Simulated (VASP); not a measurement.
# H2C18O in VASP: a series of runs

Runs on H2C18O. Level: LDA. Tasks: single point.

All numbers are computed with VASP 6.6.1; they aren't measurements. Logs are shortened: lines on timing, memory, paths and dates and some standing lists are left out, and cuts for length are marked.

## 1. The cell of the first run

The cell holds a slab with vacuum, 21 atoms: a = 7.398 Å, b = 7.398 Å, c = 13.000 Å, α = 90.00°, β = 90.00°, γ = 120.00°.

## 2. Single point, LDA

INCAR reads:

```
  PREC = Accurate
  ENCUT = 520
  EDIFF = 1E-6
  ISMEAR = 0
  SIGMA = 0.05
  LREAL = Auto
  LASPH = True
  NELM = 80
  ALGO = Normal
  ISIF = 2
  LWAVE = False
  LCHARG = False
  NBANDS = 56
```

KPOINTS reads:

```
Automatic mesh
0
Gamma
  2 2 1
```

POSCAR reads:

```
H2C18O
1.0
    7.3980000000      0.0000000000      0.0000000000
   -3.6990000000      6.4068560000      0.0000000000
    0.0000000000      0.0000000000     13.0000000000
C O H
18 1 2
Direct
   -0.0030468089      0.0057533680      0.0539104615
    0.2219213530      0.1182041550      0.0540340769
   -0.0016156333      0.3414721667      0.0540813077
    0.2202816778      0.4524052047      0.0540880000
   -0.0006604754      0.6731994601      0.0538086923
    0.2193499305      0.7832692041      0.0539779231
    0.3317681652      0.0080248409      0.0540396923
    0.5536071040      0.1190449731      0.0540666154
    0.3327336637      0.3400891170      0.0540736154
    0.5527162871      0.4500054317      0.0539726154
    0.3302995261      0.6724035939      0.0540707692
    0.5549899311      0.7847003273      0.0539271538
    0.6658757704      0.0066144767      0.0540060769
    0.8858733221      0.1167758414      0.0540371538
    0.6635788383      0.3390581902      0.0540193846
    0.8882709719      0.4513756826      0.0539834615
    0.6648903391      0.6746057661      0.0537480000
    0.8867623007      0.7853853747      0.0535165385
    0.8528536381      0.8510200635      0.2867840000
    0.9167265639      0.9158954095      0.2213022308
    0.9204858031      0.9612457343      0.3374760000
```

Potentials or basis: VASP PAW LDA potentials, release 64 (C, O, H).

Started as:

```bash
cat potpaw_LDA.64/C/POTCAR potpaw_LDA.64/O/POTCAR potpaw_LDA.64/H/POTCAR > POTCAR
mpirun -np 1 vasp_std > vasp.out
```

OUTCAR:

```text
PREC = Accurate
   ENCUT = 520
   EDIFF = 1E-6
   ISMEAR = 0
   LREAL = Auto
   LASPH = True
   NELM = 80
   ISIF = 2

 ion  position               nearest neighbor table
   1  0.997  0.006  0.054-  18 1.41  14 1.42   2 1.44
   2  0.222  0.118  0.054-   7 1.41   9 1.42   1 1.44
   3  0.998  0.341  0.054-  16 1.41   4 1.42  14 1.44
   4  0.220  0.452  0.054-  11 1.41   3 1.42   9 1.44
   5  0.999  0.673  0.054-   6 1.41  16 1.42  18 1.44
   6  0.219  0.783  0.054-   5 1.41  11 1.42   7 1.44
[... 10 lines left out ...]
  17  0.665  0.675  0.054-  12 1.41  18 1.42  10 1.44
  18  0.887  0.785  0.054-   1 1.41  17 1.42   5 1.44
  19  0.853  0.851  0.287-  21 0.97  20 0.98
  20  0.917  0.916  0.221-  19 0.98
  21  0.920  0.961  0.337-  19 0.97

  LATTYP: Found a hexagonal cell.
 ALAT       =     7.3980000000
 C/A-ratio  =     1.7572316842

  Lattice vectors:

 A1 = (   7.3980000000,   0.0000000000,   0.0000000000)
 A2 = (  -3.6990000000,   6.4068560000,   0.0000000000)
 A3 = (   0.0000000000,   0.0000000000,  13.0000000000)

Analysis of symmetry for initial positions (statically):
=====================================================================
 Subroutine PRICEL returns:
 Original cell was already a primitive cell.

 Routine SETGRP: Setting up the symmetry group for a
 hexagonal supercell.

 Subroutine GETGRP returns: Found  1 space group operations
 (whereof  1 operations were pure point group operations)
 out of a pool of 24 trial point group operations.

The static configuration has the point symmetry C_1 .

Analysis of symmetry for dynamics (positions and initial velocities):
=====================================================================
 Subroutine PRICEL returns:
 Original cell was already a primitive cell.

 Routine SETGRP: Setting up the symmetry group for a
 hexagonal supercell.

 Subroutine GETGRP returns: Found  1 space group operations
 (whereof  1 operations were pure point group operations)
 out of a pool of 24 trial point group operations.

The dynamic configuration has the point symmetry C_1 .

 Subroutine INISYM returns: Found  1 space group operations
 (whereof  1 operations are pure point group operations),
 and found     1 'primitive' translations

----------------------------------------------------------------------------------------

                                     Primitive cell

  volume of cell :     616.1730

  direct lattice vectors                    reciprocal lattice vectors
     7.398000000  0.000000000  0.000000000     0.135171668  0.078041398  0.000000000
    -3.699000000  6.406856000  0.000000000     0.000000000  0.156082796  0.000000000
     0.000000000  0.000000000 13.000000000     0.000000000  0.000000000  0.076923077

  length of vectors
     7.398000000  7.398000054 13.000000000     0.156082797  0.156082796  0.076923077

  position of ions in fractional coordinates (direct lattice)
     0.996953191  0.005753368  0.053910462
     0.221921353  0.118204155  0.054034077
     0.998384367  0.341472167  0.054081308
     0.220281678  0.452405205  0.054088000
     0.999339525  0.673199460  0.053808692
     0.219349931  0.783269204  0.053977923
[... 13 lines left out ...]
     0.916726564  0.915895410  0.221302231
     0.920485803  0.961245734  0.337476000

  ion indices of the primitive-cell ions
   primitive index   ion index
                 1           1
                 2           2
                 3           3
                 4           4
                 5           5
                 6           6
[... 13 lines left out ...]
                20          20
                21          21

----------------------------------------------------------------------------------------

 KPOINTS: Automatic mesh

Automatic generation of k-mesh.
 Grid dimensions read from file:
 generate k-points for:    2    2    1

 Generating k-lattice:

  Cartesian coordinates                     Fractional coordinates (reciprocal lattice)
     0.067585834  0.039020699  0.000000000     0.500000000 -0.000000000  0.000000000
     0.000000000  0.078041398  0.000000000     0.000000000  0.500000000  0.000000000
     0.000000000  0.000000000  0.076923077     0.000000000  0.000000000  1.000000000

  Length of vectors
     0.078041399  0.078041398  0.076923077

  Shift w.r.t. Gamma in fractional coordinates (k-lattice)
     0.000000000  0.000000000  0.000000000

 Subroutine IBZKPT returns following result:
 ===========================================

 Found      4 irreducible k-points:

 Following reciprocal coordinates:
            Coordinates               Weight
  0.000000  0.000000  0.000000      1.000000
  0.500000  0.000000  0.000000      1.000000
  0.000000  0.500000  0.000000      1.000000
  0.500000  0.500000  0.000000      1.000000
   k-points           NKPTS =      4   k-points in BZ     NKDIM =      4   number of bands    NBANDS=     56
   number of dos      NEDOS =    301   number of ions     NIONS =     21
   total plane-waves  NPLWV = 307328
   dimension x,y,z NGX =    56 NGY =   56 NGZ =   98
   dimension x,y,z NGXF=   112 NGYF=  112 NGZF=  196
   ions per type =              18   1   2
   NGX,Y,Z   is equivalent  to a cutoff of  12.58, 12.58, 12.53 a.u.
   NGXF,Y,Z  is equivalent  to a cutoff of  25.17, 25.17, 25.06 a.u.
 SYSTEM =  unknown system
   PREC   = accura    normal or accurate (medium, high low for compatibility)
   ISTART =      0    job   : 0-new  1-cont  2-samecut
   ICHARG =      2    charge: 1-file 2-atom 10-const
   ISPIN  =      1    spin polarized calculation?
   LNONCOLLINEAR =      F non collinear calculations
   LSORBIT =      F    spin-orbit coupling
   LASPH  =      T    aspherical Exc in radial PAW
   ENCUT  =  520.0 eV  38.22 Ry    6.18 a.u.  13.76 13.76 24.17*2*pi/ulx,y,z
   NELM   =     80;   NELMIN=  2; NELMDL= -5     # of ELM steps
   EDIFF  = 0.1E-05   stopping-criterion for ELM
   LREAL  =      T    real-space projection
   EDIFFG = 0.1E-04   stopping-criterion for IOM
   NSW    =      0    number of steps for IOM
   IBRION =     -1    ionic relax: 0-MD 1-quasi-New 2-CG
   NFREE  =      0    steps in history (QN), initial steepest desc. (CG)
   ISIF   =      2    stress and relaxation
   ISYM   =      2    0-nonsym 1-usesym 2-fastsym
   POTIM  = 0.5000    time-step for ionic-motion
   TEBEG  =    0.0;   TEEND  =   0.0 temperature during run
   PSTRESS=    0.0 pullay stress
   NELECT =      80.0000    total number of electrons
   NUPDOWN=      -1.0000    fix difference up-down
   EMIN   =  10.00;   EMAX   =-10.00  energy-range for DOS
   EFERMI =   0.00;   METHOD = LEGACY
   ISMEAR =     0;   SIGMA  =   0.05  broadening in eV -4-tet -1-fermi 0-gaus
   EFERMI_NEDOS =   21; number of points for ismear=-14 and -15
   IALGO  =     38    algorithm
   IMIX   =      4    mixing-type and parameters
     AMIX     =   0.40;   BMIX     =  1.00
     AMIX_MAG =   1.60;   BMIX_MAG =  1.00
  volume/ion in A,a.u.               =      29.34       198.01
  Fermi-wavevector in a.u.,A,eV,Ry     =   0.828967  1.566521  9.349739  0.687186
  Thomas-Fermi vector in A             =   1.941434
   LORBIT       =      0    0 simple, 1 ext, 2 COOP (PROOUT), +10 PAW based schemes
   GGA     = CA    functional components
   LHFCALC =     F    Hartree Fock is set to
   AEXX    =    0.0000 exact exchange contribution
   IVDW    =     0    specifies the selected vdW correction
   LEPSILON=     F    determine dielectric tensor
   LRPA    =     F    only Hartree local field effects (RPA)
 non-spin polarized calculation
 Gauss-broadening in eV      SIGMA  =   0.05
  energy-cutoff  :      520.00
  volume of cell :      616.17
 maximum number of plane-waves:     16651
 NGX is ok and might be reduce to    56
   NGX = 27   NGY = 27   NGZ = 49

 number of electron      80.0000002 magnetization

 Free energy of the ion-electron system (eV)
  ---------------------------------------------------
  ext. energy  EPLUGINS =         0.00000000
  ---------------------------------------------------
  free energy    TOTEN  =      -196.04987042 eV

  energy without entropy =     -196.04953026  energy(sigma->0) =     -196.04970034

 E-fermi :  -2.1798     XC(G=0):  -3.8314

 val. band max:       -2.2771152143   @ k =   0.0000   0.0000   0.0000
 cond. band min:      -2.0818328199   @ k =   0.0000   0.0000   0.0000
 fundamental gap:      0.1952823943
 Fermi energy:        -2.1798145372

 k-point     1 :       0.0000    0.0000    0.0000
  band No.  band energies     occupation
      1     -22.4104      2.00000
      2     -21.4749      2.00000
      3     -19.0076      2.00000
      4     -18.9772      2.00000
      5     -18.9076      2.00000
      6     -18.8846      2.00000
[... 44 lines left out ...]
     51       2.9512      0.00000
     52       4.0507      0.00000

 k-point     2 :       0.5000    0.0000    0.0000
  band No.  band energies     occupation
      1     -22.4095      2.00000
      2     -20.8399      2.00000
      3     -20.8141      2.00000
      4     -19.5910      2.00000
      5     -19.4942      2.00000
      6     -17.1178      2.00000
[... 44 lines left out ...]
     51       3.7669      0.00000
     52       3.9464      0.00000

 k-point     3 :       0.0000    0.5000    0.0000
  band No.  band energies     occupation
      1     -22.4095      2.00000
      2     -20.8395      2.00000
      3     -20.8146      2.00000
      4     -19.5843      2.00000
      5     -19.5015      2.00000
      6     -17.1051      2.00000
[... 44 lines left out ...]
     51       3.7672      0.00000
     52       3.9311      0.00000

 k-point     4 :       0.5000    0.5000    0.0000
  band No.  band energies     occupation
      1     -22.4095      2.00000
      2     -20.8379      2.00000
      3     -20.8162      2.00000
      4     -19.5900      2.00000
      5     -19.4953      2.00000
      6     -17.1158      2.00000
[... 44 lines left out ...]
     51       3.8085      0.00000
     52       3.9382      0.00000
 [bands above 52 left out]

------------------------ aborting loop because EDIFF is reached ----------------------------------------

  FORCE on cell =-STRESS in cart. coord.  units (eV):
  Direction    XX          YY          ZZ          XY          YZ          ZX
  --------------------------------------------------------------------------------------
  -------------------------------------------------------------------------------------
  Total       -8.9455351     -8.8424640      0.0739334      0.0018733      0.0394529     -0.0688529
  in kB      -23.2602439    -22.9922377      0.1922422      0.0048711      0.1025857     -0.1790317
  external PRESSURE =     -15.3534131 kB  Pullay stress =       0.0000000 kB

 VOLUME and BASIS-vectors are now :
 -----------------------------------------------------------------------------
  energy-cutoff  :      520.00
  volume of cell :      616.17
      direct lattice vectors                 reciprocal lattice vectors
     7.398000000  0.000000000  0.000000000     0.135171668  0.078041398  0.000000000
    -3.699000000  6.406856000  0.000000000     0.000000000  0.156082796  0.000000000
     0.000000000  0.000000000 13.000000000     0.000000000  0.000000000  0.076923077

 POSITION                                       TOTAL-FORCE (eV/Angst)
 -----------------------------------------------------------------------------------
      7.35418      0.03686      0.70084         0.008937      0.004534      0.004102
      1.20454      0.75732      0.70244         0.010888     -0.003533      0.001821
      6.12294      2.18776      0.70306         0.008634     -0.001804      0.002925
     -0.04380      2.89850      0.70314         0.000376     -0.002162     -0.001782
      4.90295      4.31309      0.69951        -0.001658      0.001228     -0.000316
     -1.27456      5.01829      0.70171        -0.002023      0.004620      0.000468
[... 13 lines left out ...]
      3.39405      5.86801      2.87693         0.037750      0.044317     -0.193463
      3.25411      6.15856      4.38719         0.004007      0.118685      0.166163
 -----------------------------------------------------------------------------------
    total drift:                               -0.002996     -0.003389      0.041879

  FREE ENERGIE OF THE ION-ELECTRON SYSTEM (eV)
  ---------------------------------------------------
  free  energy   TOTEN  =      -196.0498704158 eV

  energy  without entropy=     -196.0495302555  energy(sigma->0) =     -196.04970034
```

Wall time 5.9 min (1 thread of Oxide Virtual Turin-like, shared host); peak memory 0.48 GiB.

Results:

```yaml
Free_energy: -196.0499 eV
Largest_force: 0.204 eV/Å
Band_gap_on_the_k_mesh: 0.20 eV, direct
```

Forces on the atoms (eV/Å):
```
C    0.009  0.005  0.004
C    0.011 -0.004  0.002
C    0.009 -0.002  0.003
C    0.000 -0.002 -0.002
C   -0.002  0.001  0.000
C   -0.002  0.005  0.000
C   -0.006  0.002  0.003
C   -0.004 -0.006 -0.002
C   -0.001 -0.009 -0.001
C    0.003 -0.003  0.003
C    0.000  0.000  0.002
C   -0.003  0.004  0.004
C   -0.003 -0.002 -0.004
C   -0.002  0.003  0.000
C   -0.004  0.004  0.002
C   -0.001  0.002 -0.003
C    0.001 -0.002 -0.001
C    0.000 -0.001  0.000
O   -0.050 -0.158  0.019
H    0.038  0.044 -0.193
H    0.004  0.119  0.166
```

Caveat: the k points lie up to 0.49 Å⁻¹ apart.

(Continued in part 2 of 3.)
